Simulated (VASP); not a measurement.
# SiC (Moissanite 3C) (F-43m) in VASP: notebook

SiC (Moissanite 3C) is run at these levels: PBE; tasks: single point.

All numbers are computed with VASP 6.6.1; they aren't measurements. Logs are shortened: lines on timing, memory, paths and dates and some standing lists are left out, and cuts for length are marked.

**Experimental background.**

“Insight into the structural, elastic and electronic properties of a new orthorhombic 6O-SiC polytype”, 2020, pmc:7200658 quotes, for a bulk crystal of SiC: band gap 2.4 eV (indirect).

How close the calculation comes is told below.

**1. The cell of the first run**

It takes space group F-43m (No. 216, cubic). The conventional cell has a = 4.320 Å, b = 4.320 Å, c = 4.320 Å, α = 90.00°, β = 90.00°, γ = 90.00°. Si (site symmetry -43m) has 4 C at 1.87 Å within 2.5 Å. Within 2.5 Å of C (site symmetry -43m) lie 4 Si at 1.87 Å.

**2. Single point, PBE (volume scaled by 0.960)**

INCAR reads:

```
SYSTEM = SiC
PREC = Accurate
ENCUT = 520
EDIFF = 1E-7
ISMEAR = 0
SIGMA = 0.05
LREAL = .False.
LASPH = .True.
NELM = 80
ALGO = Normal
ISIF = 2
LWAVE = .False.
LCHARG = .False.
GGA = PE
NBANDS = 11
```

KPOINTS reads:

```
regular mesh
0
Gamma
  18 18 18
  0 0 0
```

POSCAR reads:

```
SiC
1.0
    0.0000000000      2.1602472508      2.1602472508
    2.1602472508      0.0000000000      2.1602472508
    2.1602472508      2.1602472508      0.0000000000
Si C
1 1
Direct
    0.0000000000      0.0000000000      0.0000000000
    0.2500000000      0.2500000000      0.2500000000
```

Potentials or basis: VASP PAW PBE potentials, release 64 (Si, C).

On the command line:

```sh
> cat potpaw_PBE.64/Si/POTCAR potpaw_PBE.64/C/POTCAR > POTCAR
> mpirun -np 1 vasp_std > vasp.out
```

OUTCAR:

```text
SYSTEM = SiC
   PREC = Accurate
   ENCUT = 520
   EDIFF = 1E-7
   ISMEAR = 0
   LREAL = .False.
   LASPH = .True.
   NELM = 80
   ISIF = 2
   GGA = PE

 ion  position               nearest neighbor table
   1  0.000  0.000  0.000-   2 1.87   2 1.87   2 1.87   2 1.87
   2  0.250  0.250  0.250-   1 1.87   1 1.87   1 1.87   1 1.87

  LATTYP: Found a face centered cubic cell.
 ALAT       =     4.3204945016

  Lattice vectors:

 A1 = (   0.0000000000,   2.1602472508,   2.1602472508)
 A2 = (   2.1602472508,   0.0000000000,   2.1602472508)
 A3 = (   2.1602472508,   2.1602472508,   0.0000000000)

Analysis of symmetry for initial positions (statically):
=====================================================================
 Subroutine PRICEL returns:
 Original cell was already a primitive cell.

 Routine SETGRP: Setting up the symmetry group for a
 face centered cubic supercell.

 Subroutine GETGRP returns: Found 24 space group operations
 (whereof 24 operations were pure point group operations)
 out of a pool of 48 trial point group operations.

The static configuration has the point symmetry T_d .

Analysis of symmetry for dynamics (positions and initial velocities):
=====================================================================
 Subroutine PRICEL returns:
 Original cell was already a primitive cell.

 Routine SETGRP: Setting up the symmetry group for a
 face centered cubic supercell.

 Subroutine GETGRP returns: Found 24 space group operations
 (whereof 24 operations were pure point group operations)
 out of a pool of 48 trial point group operations.

The dynamic configuration has the point symmetry T_d .

 Subroutine INISYM returns: Found 24 space group operations
 (whereof 24 operations are pure point group operations),
 and found     1 'primitive' translations

----------------------------------------------------------------------------------------

                                     Primitive cell

  volume of cell :      20.1623

  direct lattice vectors                    reciprocal lattice vectors
     0.000000000  2.160247251  2.160247251    -0.231454987  0.231454987  0.231454987
     2.160247251  0.000000000  2.160247251     0.231454987 -0.231454987  0.231454987
     2.160247251  2.160247251  0.000000000     0.231454987  0.231454987 -0.231454987

  length of vectors
     3.055050960  3.055050960  3.055050960     0.400891798  0.400891798  0.400891798

  position of ions in fractional coordinates (direct lattice)
     0.000000000  0.000000000  0.000000000
     0.250000000  0.250000000  0.250000000

  ion indices of the primitive-cell ions
[... 79 lines left out ...]
   IBRION =     -1    ionic relax: 0-MD 1-quasi-New 2-CG
   NFREE  =      0    steps in history (QN), initial steepest desc. (CG)
   ISIF   =      2    stress and relaxation
   ISYM   =      2    0-nonsym 1-usesym 2-fastsym
   POTIM  = 0.5000    time-step for ionic-motion
   TEBEG  =    0.0;   TEEND  =   0.0 temperature during run
   PSTRESS=    0.0 pullay stress
   NELECT =       8.0000    total number of electrons
   NUPDOWN=      -1.0000    fix difference up-down
   EMIN   =  10.00;   EMAX   =-10.00  energy-range for DOS
   EFERMI =   0.00;   METHOD = LEGACY
   ISMEAR =     0;   SIGMA  =   0.05  broadening in eV -4-tet -1-fermi 0-gaus
   EFERMI_NEDOS =   21; number of points for ismear=-14 and -15
   IALGO  =     38    algorithm
   IMIX   =      4    mixing-type and parameters
     AMIX     =   0.40;   BMIX     =  1.00
     AMIX_MAG =   1.60;   BMIX_MAG =  1.00
  volume/ion in A,a.u.               =      10.08        68.03
  Fermi-wavevector in a.u.,A,eV,Ry     =   1.202979  2.273301 19.689785  1.447158
  Thomas-Fermi vector in A             =   2.338745
   LORBIT       =      0    0 simple, 1 ext, 2 COOP (PROOUT), +10 PAW based schemes
   GGA     = PE    functional components
   LHFCALC =     F    Hartree Fock is set to
   AEXX    =    0.0000 exact exchange contribution
   IVDW    =     0    specifies the selected vdW correction
   LEPSILON=     F    determine dielectric tensor
   LRPA    =     F    only Hartree local field effects (RPA)
 non-spin polarized calculation
 Gauss-broadening in eV      SIGMA  =   0.05
  energy-cutoff  :      520.00
  volume of cell :       20.16
 maximum number of plane-waves:       556
   NGX = 11   NGY = 11   NGZ = 11

 number of electron       8.0000000 magnetization

 Free energy of the ion-electron system (eV)
  ---------------------------------------------------
  ext. energy  EPLUGINS =         0.00000000
  ---------------------------------------------------
  free energy    TOTEN  =       -15.03718129 eV

  energy without entropy =      -15.03718129  energy(sigma->0) =      -15.03718129

 E-fermi :   8.6538     XC(G=0): -11.4699

 val. band max:        8.4003333594   @ k =   0.0000   0.0000   0.0000
 cond. band min:       9.7328711831   @ k =   0.5000   0.5000   0.0000
 fundamental gap:      1.3325378237
 Fermi energy:         8.6537539902

 k-point     1 :       0.0000    0.0000    0.0000
  band No.  band energies     occupation
      1      -7.2079      2.00000
      2       8.4003      2.00000
      3       8.4003      2.00000
      4       8.4003      2.00000
      5      14.9392      0.00000
      6      15.8906      0.00000
      7      15.8906      0.00000
      8      15.8906      0.00000
      9      23.0600      0.00000
     10      23.0600      0.00000
     11      25.2878      0.00000
[... 309 lines left out ...]
 k-point    24 :      -0.2222    0.0556    0.0000
  band No.  band energies     occupation
      1      -6.0199      2.00000
      2       4.2990      2.00000
      3       7.3386      2.00000
      4       8.0027      2.00000
      5      14.8439      0.00000
      6      16.3684      0.00000
      7      16.5415      0.00000
      8      17.8546      0.00000
      9      20.7943      0.00000
     10      22.3185      0.00000
     11      24.3565      0.00000

 [... further k-points ...]
[... 5 lines left out ...]
  --------------------------------------------------------------------------------------
  -------------------------------------------------------------------------------------
  Total        1.1750617      1.1750617      1.1750617      0.0000000     -0.0000000     -0.0000000
  in kB       93.3750570     93.3750570     93.3750570      0.0000000     -0.0000000     -0.0000000
  external PRESSURE =      93.3750570 kB  Pullay stress =       0.0000000 kB

 VOLUME and BASIS-vectors are now :
 -----------------------------------------------------------------------------
  energy-cutoff  :      520.00
  volume of cell :       20.16
      direct lattice vectors                 reciprocal lattice vectors
     0.000000000  2.160247251  2.160247251    -0.231454987  0.231454987  0.231454987
     2.160247251  0.000000000  2.160247251     0.231454987 -0.231454987  0.231454987
     2.160247251  2.160247251  0.000000000     0.231454987  0.231454987 -0.231454987

 POSITION                                       TOTAL-FORCE (eV/Angst)
 -----------------------------------------------------------------------------------
      0.00000      0.00000      0.00000         0.000000      0.000000      0.000000
      1.08012      1.08012      1.08012        -0.000000     -0.000000     -0.000000
 -----------------------------------------------------------------------------------
    total drift:                                0.000000      0.000000      0.000000

  FREE ENERGIE OF THE ION-ELECTRON SYSTEM (eV)
  ---------------------------------------------------
  free  energy   TOTEN  =       -15.0371812949 eV

  energy  without entropy=      -15.0371812949  energy(sigma->0) =      -15.03718129
```

OSZICAR:

```text
N       E                     dE             d eps       ncg     rms          rms(c)
DAV:   1     0.367668037885E+01    0.36767E+01   -0.40465E+03  4442   0.618E+02
DAV:   2    -0.163485254467E+02   -0.20025E+02   -0.19035E+02  5414   0.110E+02
DAV:   3    -0.169633756494E+02   -0.61485E+00   -0.61366E+00  5266   0.162E+01
DAV:   4    -0.169656689193E+02   -0.22933E-02   -0.22931E-02  4937   0.126E+00
DAV:   5    -0.169656789507E+02   -0.10031E-04   -0.10031E-04  5291   0.768E-02    0.909E+00
DAV:   6    -0.151027468932E+02    0.18629E+01   -0.65324E+00  4803   0.116E+01    0.405E+00
DAV:   7    -0.150448993064E+02    0.57848E-01   -0.41889E-01  5157   0.368E+00    0.183E+00
DAV:   8    -0.150369662830E+02    0.79330E-02   -0.20673E-02  4872   0.958E-01    0.171E-01
DAV:   9    -0.150370730650E+02   -0.10678E-03   -0.15780E-03  5334   0.229E-01    0.114E-01
DAV:  10    -0.150371788945E+02   -0.10583E-03   -0.22394E-04  4818   0.918E-02    0.261E-02
DAV:  11    -0.150371808835E+02   -0.19890E-05   -0.38860E-05  5151   0.328E-02    0.685E-03
DAV:  12    -0.150371812625E+02   -0.37901E-06   -0.18294E-06  5019   0.809E-03    0.111E-03
DAV:  13    -0.150371812949E+02   -0.32456E-07   -0.83128E-08  4178   0.202E-03
   1 F= -.15037181E+02 E0= -.15037181E+02  d E =-.116930E-15
```

stdout:

```text
POSCAR found type information on POSCAR SiC
 POSCAR found :  2 types and       2 ions
 scaLAPACK will be used
 LDA part: xc-table for (Slater+PW92), standard interpolation
 POSCAR, INCAR and KPOINTS ok, starting setup
 FFT: planning ... GRIDC
 FFT: planning ... GRID_SOFT
 FFT: planning ... GRID
 WAVECAR not read
 entering main loop
```

Wall time 19 s (1 thread of Intel Xeon 6975P-C, shared host); peak memory 0.16 GiB.

Results:

```yaml
Free_energy: -15.0372 eV
Pressure: 9.3 GPa
Band_gap_on_the_k_mesh: 1.33 eV, indirect (least direct gap 4.57 eV)
```

Caveat: the cell differs from its parent crystal (volume scaled by 0.960). A k mesh can miss the band edges.

**3. Single point, PBE**

This run uses another cell than the first one, of 10.50 Å³/atom, 1.042 times its volume.

INCAR reads:

```
ALGO = Normal
EDIFF = 1E-7
ENCUT = 520
GGA = PE
ISIF = 2
ISMEAR = 0
LASPH = True
LCHARG = True
LELF = True
LREAL = False
LVHAR = True
LWAVE = False
NBANDS = 11
NELM = 60
PREC = Accurate
SIGMA = 0.05
```

KPOINTS reads:

```
k-points
0
Gamma
  18 18 18
```

POSCAR reads:

```
SiC
1.0
    0.0000000000      2.1898433566      2.1898433566
    2.1898433566      0.0000000000      2.1898433566
    2.1898433566      2.1898433566      0.0000000000
Si C
1 1
Direct
    0.0000000000      0.0000000000      0.0000000000
    0.2500000000      0.2500000000      0.2500000000
```

Potentials or basis: VASP PAW PBE potentials, release 64 (Si, C).

On the command line:

```sh
> cat potpaw_PBE.64/Si/POTCAR potpaw_PBE.64/C/POTCAR > POTCAR
> mpirun -np 1 vasp_std > vasp.out
```

Wall time 24 s (1 thread of Intel Xeon 6975P-C, shared host); peak memory 0.16 GiB.

It converged, with:

| Item | Value |
| --- | --- |
| Free energy | -15.0610 eV |
| Pressure | 0.0 GPa |
| Band gap on the k mesh | 1.37 eV, indirect (least direct gap 4.53 eV) |

Levels at points of the mesh, in eV from the valence-band top:
| k point | band 2 | band 3 | band 4 | band 5 | band 6 | band 7 |
| --- | --- | --- | --- | --- | --- | --- |
| (0.00, 0.00, 0.00) | 0.00 | 0.00 | 0.00 | 6.06 | 7.20 | 7.20 |
| (0.50, 0.00, 0.00) | -8.45 | -1.05 | -1.05 | 5.30 | 7.17 | 7.17 |
| (0.50, 0.50, 0.00) | -7.75 | -3.16 | -3.16 | 1.37 | 4.27 | 13.86 |

**4. Single point, PBE (volume scaled by 1.040)**

INCAR reads:

```
SYSTEM = SiC
  ALGO = Normal
  EDIFF = 1E-6
  ENCUT = 520
  GGA = PE
  ISIF = 2
  ISMEAR = 0
  LASPH = .True.
  LCHARG = .False.
  LREAL = .False.
  LWAVE = .False.
  NBANDS = 11
  NELM = 60
  PREC = Accurate
  SIGMA = 0.05
```

KPOINTS reads:

```
k-points
0
Gamma
  18 18 18
  0 0 0
```

POSCAR reads:

```
SiC
1.0
    0.0000000000      2.2186603896      2.2186603896
    2.2186603896      0.0000000000      2.2186603896
    2.2186603896      2.2186603896      0.0000000000
Si C
1 1
Direct
    0.0000000000      0.0000000000      0.0000000000
    0.2500000000      0.2500000000      0.2500000000
```

Potentials or basis: VASP PAW PBE potentials, release 64 (Si, C).

On the command line:

```sh
> cat potpaw_PBE.64/Si/POTCAR potpaw_PBE.64/C/POTCAR > POTCAR
> mpirun -np 1 vasp_std > vasp.out
```

OUTCAR:

```text
SYSTEM = SiC
   EDIFF = 1E-6
   ENCUT = 520
   GGA = PE
   ISIF = 2
   ISMEAR = 0
   LASPH = .True.
   LREAL = .False.
   NELM = 60
   PREC = Accurate

 ion  position               nearest neighbor table
   1  0.000  0.000  0.000-   2 1.92   2 1.92   2 1.92   2 1.92
   2  0.250  0.250  0.250-   1 1.92   1 1.92   1 1.92   1 1.92

  LATTYP: Found a face centered cubic cell.
 ALAT       =     4.4373207792

  Lattice vectors:

 A1 = (   0.0000000000,   2.2186603896,   2.2186603896)
 A2 = (   2.2186603896,   0.0000000000,   2.2186603896)
 A3 = (   2.2186603896,   2.2186603896,   0.0000000000)

Analysis of symmetry for initial positions (statically):
=====================================================================
 Subroutine PRICEL returns:
 Original cell was already a primitive cell.

 Routine SETGRP: Setting up the symmetry group for a
 face centered cubic supercell.

 Subroutine GETGRP returns: Found 24 space group operations
 (whereof 24 operations were pure point group operations)
 out of a pool of 48 trial point group operations.

The static configuration has the point symmetry T_d .

Analysis of symmetry for dynamics (positions and initial velocities):
[... 166 lines left out ...]
 k-point     1 :       0.0000    0.0000    0.0000
  band No.  band energies     occupation
      1      -7.4741      2.00000
      2       7.5109      2.00000
      3       7.5109      2.00000
      4       7.5109      2.00000
      5      13.1136      0.00000
      6      14.4525      0.00000
      7      14.4525      0.00000
      8      14.4525      0.00000
      9      21.7065      0.00000
     10      21.7065      0.00000
     11      23.1683      0.00000
[... 309 lines left out ...]
 k-point    24 :      -0.2222    0.0556    0.0000
  band No.  band energies     occupation
      1      -6.3620      2.00000
      2       3.5330      2.00000
      3       6.4807      2.00000
      4       7.1098      2.00000
      5      13.2622      0.00000
      6      14.9740      0.00000
      7      15.1165      0.00000
      8      16.2884      0.00000
      9      19.5429      0.00000
     10      20.8998      0.00000
     11      22.7860      0.00000

 [... further k-points ...]
[... 5 lines left out ...]
  --------------------------------------------------------------------------------------
  -------------------------------------------------------------------------------------
  Total       -1.0561267     -1.0561267     -1.0561267     -0.0000000     -0.0000000     -0.0000000
  in kB      -77.4683173    -77.4683173    -77.4683173     -0.0000000     -0.0000000     -0.0000000
  external PRESSURE =     -77.4683173 kB  Pullay stress =       0.0000000 kB

 VOLUME and BASIS-vectors are now :
 -----------------------------------------------------------------------------
  energy-cutoff  :      520.00
  volume of cell :       21.84
      direct lattice vectors                 reciprocal lattice vectors
     0.000000000  2.218660390  2.218660390    -0.225361215  0.225361215  0.225361215
     2.218660390  0.000000000  2.218660390     0.225361215 -0.225361215  0.225361215
     2.218660390  2.218660390  0.000000000     0.225361215  0.225361215 -0.225361215

 POSITION                                       TOTAL-FORCE (eV/Angst)
 -----------------------------------------------------------------------------------
      0.00000      0.00000      0.00000        -0.000000      0.000000      0.000000
      1.10933      1.10933      1.10933         0.000000     -0.000000     -0.000000
 -----------------------------------------------------------------------------------
    total drift:                                0.000000      0.000000      0.000000

  FREE ENERGIE OF THE ION-ELECTRON SYSTEM (eV)
  ---------------------------------------------------
  free  energy   TOTEN  =       -15.0401245452 eV

  energy  without entropy=      -15.0401245452  energy(sigma->0) =      -15.04012455
```

stdout:

```text
POSCAR found type information on POSCAR SiC
 POSCAR found :  2 types and       2 ions
 scaLAPACK will be used
 LDA part: xc-table for (Slater+PW92), standard interpolation
 POSCAR, INCAR and KPOINTS ok, starting setup
 FFT: planning ... GRIDC
 FFT: planning ... GRID_SOFT
 FFT: planning ... GRID
 WAVECAR not read
 entering main loop
```

Run time: 20 s. Hardware: 1 thread of Intel Xeon 6975P-C, shared host; peak memory 0.17 GiB.

What came out:

| Property | Result |
| --- | --- |
| Free energy | -15.0401 eV |
| Pressure | -7.7 GPa |
| Band gap on the k mesh | 1.41 eV, indirect (least direct gap 4.48 eV) |

Caveat: the cell differs from its parent crystal (volume scaled by 1.040).

**5. Summary**

| cell | gap on the mesh (eV) | pressure (GPa) |
| --- | --- | --- |
| a = 3.055 Å, angles 60.0°, 2 atoms | 1.33 | 9.3 |
| a = 3.097 Å, angles 60.0°, 2 atoms | 1.37 | 0.0 |
| a = 3.138 Å, angles 60.0°, 2 atoms | 1.41 | -7.7 |

Alike in all rows: task single point; level PBE; potentials or basis VASP PAW PBE potentials, release 64 (Si, C); no spin polarisation; k mesh 18 × 18 × 18; cutoff (eV) 520; smearing gaussian 0.05 eV.

Total energies depend on the potentials used, so only differences within one code and one set of settings carry meaning.

**6. Comparison with measurements**

Step 3. Measured gap of SiC: 2.4 eV (indirect; quoted in “Insight into the structural, elastic and electronic properties of a new orthorhombic 6O-SiC polytype”, 2020, pmc:7200658). This calculation gives 1.37 eV (-1.03 eV). The value is that of PBE on a finite k mesh, which can miss the band edges, without temperature or zero-point motion. Semilocal functionals fall short of measured gaps as a rule.
